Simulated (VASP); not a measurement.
# Li (Im-3m) in VASP: a series of runs, part 2 of 2

VASP 6.6.1. The steps go on from the part before.

**4. Electric field gradients, LDA (21.22 Å³/atom)**

This run uses another cell than the first one, of 21.22 Å³/atom.

File INCAR:

```
PREC = Accurate ; ENCUT = 520
EDIFF = 1E-8 ; ISMEAR = -1
SIGMA = 0.05 ; LREAL = F
LASPH = T ; NELM = 80
ALGO = Normal ; ISIF = 2
LWAVE = F ; LCHARG = F
GGA = CA ; LEFG = T
NBANDS = 8
```

File KPOINTS:

```
regular mesh
0
Gamma
  13 13 13
```

File POSCAR:

```
Li
1.0
   -1.7441471135      1.7441471135      1.7441471135
    1.7441471135     -1.7441471135      1.7441471135
    1.7441471135      1.7441471135     -1.7441471135
Li
1
Direct
    0.0000000000      0.0000000000      0.0000000000
```

Potentials or basis: VASP PAW LDA potentials, release 64 (Li_sv).

Started as:

```console
$ cat potpaw_LDA.64/Li_sv/POTCAR > POTCAR
$ mpirun -np 1 vasp_std > vasp.out
```

OUTCAR:

```text
PREC = Accurate
   ENCUT = 520
   EDIFF = 1E-8
   ISMEAR = -1
   LREAL = F
   LASPH = T
   NELM = 80
   ISIF = 2
   GGA = CA

 ion  position               nearest neighbor table
   1  0.000  0.000  0.000-

  LATTYP: Found a body centered cubic cell.
 ALAT       =     3.4882942270

  Lattice vectors:

 A1 = (  -1.7441471135,   1.7441471135,   1.7441471135)
 A2 = (   1.7441471135,  -1.7441471135,   1.7441471135)
 A3 = (   1.7441471135,   1.7441471135,  -1.7441471135)

Analysis of symmetry for initial positions (statically):
=====================================================================
 Subroutine PRICEL returns:
 Original cell was already a primitive cell.

 Routine SETGRP: Setting up the symmetry group for a
 body centered cubic supercell.
[... 444 lines left out ...]
  in kB      -14.9221180    -14.9221180    -14.9221180     -0.0000000     -0.0000000      0.0000000
  external PRESSURE =     -14.9221180 kB  Pullay stress =       0.0000000 kB

 VOLUME and BASIS-vectors are now :
 -----------------------------------------------------------------------------
  energy-cutoff  :      520.00
  volume of cell :       21.22
      direct lattice vectors                 reciprocal lattice vectors
    -1.744147113  1.744147113  1.744147113     0.000000000  0.286673066  0.286673066
     1.744147113 -1.744147113  1.744147113     0.286673066  0.000000000  0.286673066
     1.744147113  1.744147113 -1.744147113     0.286673066  0.286673066  0.000000000

 POSITION                                       TOTAL-FORCE (eV/Angst)
 -----------------------------------------------------------------------------------
      0.00000      0.00000      0.00000        -0.000000      0.000000     -0.000000
 -----------------------------------------------------------------------------------
    total drift:                               -0.000000      0.000000     -0.000000

  FREE ENERGIE OF THE ION-ELECTRON SYSTEM (eV)
  ---------------------------------------------------
  free  energy   TOTEN  =        -2.0372350574 eV

  energy  without entropy=       -2.0334394139  energy(sigma->0) =       -2.03533724

 Electric field gradients (V/A^2)
---------------------------------------------------------------------
 ion       V_xx      V_yy      V_zz      V_xy      V_xz      V_yz
---------------------------------------------------------------------
   1      -0.000    -0.000    -0.000     0.004     0.004     0.004
---------------------------------------------------------------------

 Electric field gradients after diagonalization (V/A^2)
 (convention: |V_zz| > |V_xx| > |V_yy|)
----------------------------------------------------------------------
 ion       V_xx      V_yy      V_zz     asymmetry (V_yy - V_xx)/ V_zz
----------------------------------------------------------------------
   1      -0.004    -0.004     0.009       0.000
----------------------------------------------------------------------

           NMR quadrupolar parameters

 Cq : quadrupolar parameter    Cq=e*Q*V_zz/h
 eta: asymmetry parameters     (V_yy - V_xx)/ V_zz
 Q  : nuclear electric quadrupole moment in mb (millibarn)
----------------------------------------------------------------------
 ion       Cq(MHz)       eta       Q (mb)
----------------------------------------------------------------------
   1       0.000       0.000       1.000
----------------------------------------------------------------------
```

stdout:

```text
POSCAR found type information on POSCAR Li
 POSCAR found :  1 types and       1 ions
 scaLAPACK will be used
 LDA part: xc-table for (Slater(with rela. corr.)+CA(PZ))
 , standard interpolation
 POSCAR, INCAR and KPOINTS ok, starting setup
 FFT: planning ... GRIDC
 FFT: planning ... GRID_SOFT
 FFT: planning ... GRID
 WAVECAR not read
 entering main loop
ion   1
```

Wall time 9.6 s (1 thread of Intel Xeon Platinum 8375C at 2.90GHz (Ice Lake), shared host); peak memory 0.12 GiB.

Results:

```yaml
Free_energy: -2.0372 eV
Band_gap_on_the_k_mesh: zero (an odd number of electrons rules out a gap without spin polarisation)
Largest_electric_field_gradient_by_atom: zero within the noise of the run
```

Levels at points of the mesh, in eV from the Fermi level:
```
           k point  band 1  band 2  band 3  band 4
(0.00, 0.00, 0.00)  -45.77   -3.50   13.82   13.82
```

Caveat: the cutoff is under 1.25 times the usual one of these potentials, so pressure, stress and relaxed cells hold a basis-set (Pulay) error.

**5. Electric field gradients, LDA (21.01 Å³/atom)**

This run uses another cell than the first one, of 21.01 Å³/atom.

File INCAR:

```
SYSTEM = Li
ALGO = Normal
EDIFF = 1E-8
ENCUT = 520
ISIF = 2
ISMEAR = -1
LASPH = .True.
LCHARG = .False.
LEFG = .True.
LREAL = .False.
LWAVE = .False.
NBANDS = 8
NELM = 100
PREC = Accurate
SIGMA = 0.05
```

File KPOINTS:

```
k-points
0
Gamma
  13 13 13
  0 0 0
```

File POSCAR:

```
Li
1.0
   -1.7382546797      1.7382546797      1.7382546797
    1.7382546797     -1.7382546797      1.7382546797
    1.7382546797      1.7382546797     -1.7382546797
Li
1
Direct
    0.0000000000      0.0000000000      0.0000000000
```

Potentials or basis: VASP PAW LDA potentials, release 64 (Li_sv).

Started as:

```console
$ cat potpaw_LDA.64/Li_sv/POTCAR > POTCAR
$ mpirun -np 1 vasp_std > vasp.out
```

OUTCAR:

```text
SYSTEM = Li
   EDIFF = 1E-8
   ENCUT = 520
   ISIF = 2
   ISMEAR = -1
   LASPH = .True.
   LREAL = .False.
   NELM = 100
   PREC = Accurate

 ion  position               nearest neighbor table
   1  0.000  0.000  0.000-

  LATTYP: Found a body centered cubic cell.
 ALAT       =     3.4765093594

  Lattice vectors:

 A1 = (  -1.7382546797,   1.7382546797,   1.7382546797)
 A2 = (   1.7382546797,  -1.7382546797,   1.7382546797)
 A3 = (   1.7382546797,   1.7382546797,  -1.7382546797)

Analysis of symmetry for initial positions (statically):
=====================================================================
 Subroutine PRICEL returns:
 Original cell was already a primitive cell.

 Routine SETGRP: Setting up the symmetry group for a
 body centered cubic supercell.

 Subroutine GETGRP returns: Found 48 space group operations
 (whereof 48 operations were pure point group operations)
 out of a pool of 48 trial point group operations.

The static configuration has the point symmetry O_h .

Analysis of symmetry for dynamics (positions and initial velocities):
=====================================================================
 Subroutine PRICEL returns:
 Original cell was already a primitive cell.

 Routine SETGRP: Setting up the symmetry group for a
 body centered cubic supercell.

 Subroutine GETGRP returns: Found 48 space group operations
 (whereof 48 operations were pure point group operations)
 out of a pool of 48 trial point group operations.

The dynamic configuration has the point symmetry O_h .

 Subroutine INISYM returns: Found 48 space group operations
 (whereof 48 operations are pure point group operations),
 and found     1 'primitive' translations

----------------------------------------------------------------------------------------

                                     Primitive cell

  volume of cell :      21.0088

  direct lattice vectors                    reciprocal lattice vectors
    -1.738254680  1.738254680  1.738254680     0.000000000  0.287644846  0.287644846
     1.738254680 -1.738254680  1.738254680     0.287644846  0.000000000  0.287644846
     1.738254680  1.738254680 -1.738254680     0.287644846  0.287644846  0.000000000

  length of vectors
     3.010745422  3.010745422  3.010745422     0.406791243  0.406791243  0.406791243

  position of ions in fractional coordinates (direct lattice)
     0.000000000  0.000000000  0.000000000

  ion indices of the primitive-cell ions
   primitive index   ion index
                 1           1

----------------------------------------------------------------------------------------

 KPOINTS: k-points

Automatic generation of k-mesh.
 Grid dimensions read from file:
 generate k-points for:   13   13   13

 Generating k-lattice:

[... 64 lines left out ...]
   NSW    =      0    number of steps for IOM
   IBRION =     -1    ionic relax: 0-MD 1-quasi-New 2-CG
   NFREE  =      0    steps in history (QN), initial steepest desc. (CG)
   ISIF   =      2    stress and relaxation
   ISYM   =      2    0-nonsym 1-usesym 2-fastsym
   POTIM  = 0.5000    time-step for ionic-motion
   TEBEG  =    0.0;   TEEND  =   0.0 temperature during run
   PSTRESS=    0.0 pullay stress
   NELECT =       3.0000    total number of electrons
   NUPDOWN=      -1.0000    fix difference up-down
   EMIN   =  10.00;   EMAX   =-10.00  energy-range for DOS
   EFERMI =   0.00;   METHOD = LEGACY
   ISMEAR =    -1;   SIGMA  =   0.05  broadening in eV -4-tet -1-fermi 0-gaus
   EFERMI_NEDOS =   21; number of points for ismear=-14 and -15
   IALGO  =     38    algorithm
   IMIX   =      4    mixing-type and parameters
     AMIX     =   0.40;   BMIX     =  1.00
     AMIX_MAG =   1.60;   BMIX_MAG =  1.00
  volume/ion in A,a.u.               =      21.01       141.77
  Fermi-wavevector in a.u.,A,eV,Ry     =   0.855687  1.617015  9.962200  0.732201
  Thomas-Fermi vector in A             =   1.972475
   LORBIT       =      0    0 simple, 1 ext, 2 COOP (PROOUT), +10 PAW based schemes
   GGA     = CA    functional components
   LHFCALC =     F    Hartree Fock is set to
   AEXX    =    0.0000 exact exchange contribution
   IVDW    =     0    specifies the selected vdW correction
   LEPSILON=     F    determine dielectric tensor
   LRPA    =     F    only Hartree local field effects (RPA)
 non-spin polarized calculation
  energy-cutoff  :      520.00
  volume of cell :       21.01
 maximum number of plane-waves:       578
   NGX = 11   NGY = 11   NGZ = 11

 number of electron       2.9999991 magnetization

 Free energy of the ion-electron system (eV)
  ---------------------------------------------------
  ext. energy  EPLUGINS =         0.00000000
  ---------------------------------------------------
  free energy    TOTEN  =        -2.03902479 eV

  energy without entropy =       -2.03525054  energy(sigma->0) =       -2.03713766

 E-fermi :   0.5605     XC(G=0):  -7.0543

 val. band max:        0.5296695022   @ k =  -0.3846   0.4615   0.0769
 cond. band min:       0.5739016442   @ k =   0.4615   0.0000   0.0000
 fundamental gap:      0.0442321420
 Fermi energy:         0.5605188719

 k-point     1 :       0.0000    0.0000    0.0000
  band No.  band energies     occupation
      1     -45.1930      2.00000
      2      -2.9479      2.00000
      3      14.4803      0.00000
      4      14.4803      0.00000
      5      14.4803      0.00000
      6      19.4235      0.00000
      7      19.4235      0.00000
      8      19.4235      0.00000
[... 243 lines left out ...]
 k-point    24 :       0.2308    0.0769    0.0769
  band No.  band energies     occupation
      1     -45.1795      2.00000
      2      -0.9947      2.00000
      3       7.3556      0.00000
      4      10.2185      0.00000
      5      10.5958      0.00000
      6      17.3038      0.00000
      7      17.9010      0.00000
      8      20.9770      0.00000

 [... further k-points ...]

------------------------ aborting loop because EDIFF is reached ----------------------------------------

  FORCE on cell =-STRESS in cart. coord.  units (eV):
  Direction    XX          YY          ZZ          XY          YZ          ZX
  --------------------------------------------------------------------------------------
  -------------------------------------------------------------------------------------
  Total       -0.1820329     -0.1820329     -0.1820329      0.0000000      0.0000000     -0.0000000
  in kB      -13.8822607    -13.8822607    -13.8822607      0.0000000      0.0000000     -0.0000000
  external PRESSURE =     -13.8822607 kB  Pullay stress =       0.0000000 kB

 VOLUME and BASIS-vectors are now :
 -----------------------------------------------------------------------------
  energy-cutoff  :      520.00
  volume of cell :       21.01
      direct lattice vectors                 reciprocal lattice vectors
    -1.738254680  1.738254680  1.738254680     0.000000000  0.287644846  0.287644846
     1.738254680 -1.738254680  1.738254680     0.287644846  0.000000000  0.287644846
     1.738254680  1.738254680 -1.738254680     0.287644846  0.287644846  0.000000000

 POSITION                                       TOTAL-FORCE (eV/Angst)
 -----------------------------------------------------------------------------------
      0.00000      0.00000      0.00000         0.000000      0.000000      0.000000
 -----------------------------------------------------------------------------------
    total drift:                               -0.000000      0.000000     -0.000000

  FREE ENERGIE OF THE ION-ELECTRON SYSTEM (eV)
  ---------------------------------------------------
  free  energy   TOTEN  =        -2.0390247870 eV

  energy  without entropy=       -2.0352505422  energy(sigma->0) =       -2.03713766

 Electric field gradients (V/A^2)
---------------------------------------------------------------------
 ion       V_xx      V_yy      V_zz      V_xy      V_xz      V_yz
---------------------------------------------------------------------
   1       0.000    -0.000    -0.000     0.005     0.005     0.005
---------------------------------------------------------------------

 Electric field gradients after diagonalization (V/A^2)
 (convention: |V_zz| > |V_xx| > |V_yy|)
----------------------------------------------------------------------
 ion       V_xx      V_yy      V_zz     asymmetry (V_yy - V_xx)/ V_zz
----------------------------------------------------------------------
   1      -0.005    -0.005     0.010       0.000
----------------------------------------------------------------------

           NMR quadrupolar parameters

 Cq : quadrupolar parameter    Cq=e*Q*V_zz/h
 eta: asymmetry parameters     (V_yy - V_xx)/ V_zz
 Q  : nuclear electric quadrupole moment in mb (millibarn)
----------------------------------------------------------------------
 ion       Cq(MHz)       eta       Q (mb)
----------------------------------------------------------------------
   1       0.000       0.000       1.000
----------------------------------------------------------------------
```

stdout:

```text
POSCAR found type information on POSCAR Li
 POSCAR found :  1 types and       1 ions
 scaLAPACK will be used
 LDA part: xc-table for (Slater(with rela. corr.)+CA(PZ))
 , standard interpolation
 POSCAR, INCAR and KPOINTS ok, starting setup
 FFT: planning ... GRIDC
 FFT: planning ... GRID_SOFT
 FFT: planning ... GRID
 WAVECAR not read
 entering main loop
ion   1
```

It took 12 s on 1 thread of Intel Xeon Platinum 8375C at 2.90GHz (Ice Lake), shared host; peak memory 0.12 GiB.

What came out:

| Property | Result |
| --- | --- |
| Free energy | -2.0390 eV |
| Band gap on the k mesh | zero (an odd number of electrons rules out a gap without spin polarisation) |
| Largest electric field gradient by atom | zero within the noise of the run |

Caveat: the cutoff is under 1.25 times the usual one of these potentials, so pressure, stress and relaxed cells hold a basis-set (Pulay) error.

**6. Electric field gradients, LDA (21.01 Å³/atom)**

This run uses another cell than the first one, of 21.01 Å³/atom.

File INCAR:

```
ALGO = Normal
EDIFF = 1E-8
ENCUT = 520
ISIF = 2
ISMEAR = -1
LASPH = T
LCHARG = F
LEFG = T
LREAL = F
LWAVE = F
NBANDS = 8
NELM = 100
PREC = Accurate
SIGMA = 0.05
```

File KPOINTS:

```
k-points
0
Gamma
  13 13 13
```

POSCAR is that of step 5.

Potentials or basis: VASP PAW LDA potentials, release 64 (Li_sv).

Started as:

```console
$ cat potpaw_LDA.64/Li_sv/POTCAR > POTCAR
$ mpirun -np 1 vasp_std > vasp.out
```

OUTCAR:

```text
EDIFF = 1E-8
   ENCUT = 520
   ISIF = 2
   ISMEAR = -1
   LASPH = T
   LREAL = F
   NELM = 100
   PREC = Accurate

 ion  position               nearest neighbor table
   1  0.000  0.000  0.000-

  LATTYP: Found a body centered cubic cell.
 ALAT       =     3.4765093594

  Lattice vectors:

 A1 = (  -1.7382546797,   1.7382546797,   1.7382546797)
 A2 = (   1.7382546797,  -1.7382546797,   1.7382546797)
 A3 = (   1.7382546797,   1.7382546797,  -1.7382546797)

Analysis of symmetry for initial positions (statically):
=====================================================================
 Subroutine PRICEL returns:
 Original cell was already a primitive cell.

 Routine SETGRP: Setting up the symmetry group for a
 body centered cubic supercell.

 Subroutine GETGRP returns: Found 48 space group operations
[... 443 lines left out ...]
  external PRESSURE =     -13.8822607 kB  Pullay stress =       0.0000000 kB

 VOLUME and BASIS-vectors are now :
 -----------------------------------------------------------------------------
  energy-cutoff  :      520.00
  volume of cell :       21.01
      direct lattice vectors                 reciprocal lattice vectors
    -1.738254680  1.738254680  1.738254680     0.000000000  0.287644846  0.287644846
     1.738254680 -1.738254680  1.738254680     0.287644846  0.000000000  0.287644846
     1.738254680  1.738254680 -1.738254680     0.287644846  0.287644846  0.000000000

 POSITION                                       TOTAL-FORCE (eV/Angst)
 -----------------------------------------------------------------------------------
      0.00000      0.00000      0.00000         0.000000      0.000000      0.000000
 -----------------------------------------------------------------------------------
    total drift:                               -0.000000      0.000000     -0.000000

  FREE ENERGIE OF THE ION-ELECTRON SYSTEM (eV)
  ---------------------------------------------------
  free  energy   TOTEN  =        -2.0390247870 eV

  energy  without entropy=       -2.0352505422  energy(sigma->0) =       -2.03713766

 Electric field gradients (V/A^2)
---------------------------------------------------------------------
 ion       V_xx      V_yy      V_zz      V_xy      V_xz      V_yz
---------------------------------------------------------------------
   1       0.000    -0.000    -0.000     0.005     0.005     0.005
---------------------------------------------------------------------

 Electric field gradients after diagonalization (V/A^2)
 (convention: |V_zz| > |V_xx| > |V_yy|)
----------------------------------------------------------------------
 ion       V_xx      V_yy      V_zz     asymmetry (V_yy - V_xx)/ V_zz
----------------------------------------------------------------------
   1      -0.005    -0.005     0.010       0.000
----------------------------------------------------------------------

           NMR quadrupolar parameters

 Cq : quadrupolar parameter    Cq=e*Q*V_zz/h
 eta: asymmetry parameters     (V_yy - V_xx)/ V_zz
 Q  : nuclear electric quadrupole moment in mb (millibarn)
----------------------------------------------------------------------
 ion       Cq(MHz)       eta       Q (mb)
----------------------------------------------------------------------
   1       0.000       0.000       1.000
----------------------------------------------------------------------
```

Run time: 12 s. Hardware: 1 thread of Intel Xeon Platinum 8375C at 2.90GHz (Ice Lake), shared host; peak memory 0.12 GiB.

What came out:

* Free energy: -2.0390 eV
* Band gap on the k mesh: zero (an odd number of electrons rules out a gap without spin polarisation)
* Largest electric field gradient by atom: zero within the noise of the run

Levels at points of the mesh, in eV from the Fermi level:
| k point | band 1 | band 2 | band 3 | band 4 | band 5 | band 6 |
| --- | --- | --- | --- | --- | --- | --- |
| (0.00, 0.00, 0.00) | -45.75 | -3.51 | 13.92 | 13.92 | 13.92 | 18.86 |

Caveat: the cutoff is under 1.25 times the usual one of these potentials, so pressure, stress and relaxed cells hold a basis-set (Pulay) error.

**7. Overview**

| cell | gap on the mesh (eV) |
| --- | --- |
| a = 3.031 Å, angles 109.5°, 1 atom | none |
| a = 3.021 Å, angles 109.5°, 1 atom | none |
| a = 3.011 Å, angles 109.5°, 1 atom | none |

Alike in all rows: task electric field gradients; level LDA; potentials or basis VASP PAW LDA potentials, release 64 (Li_sv); no spin polarisation; k mesh 13 × 13 × 13; cutoff (eV) 520; smearing fermi-dirac 0.05 eV.

Caveats: the cutoff is under 1.25 times the usual one of these potentials, so pressure, stress and relaxed cells hold a basis-set (Pulay) error.

Absolute energies hang on the potentials; compare differences alone.
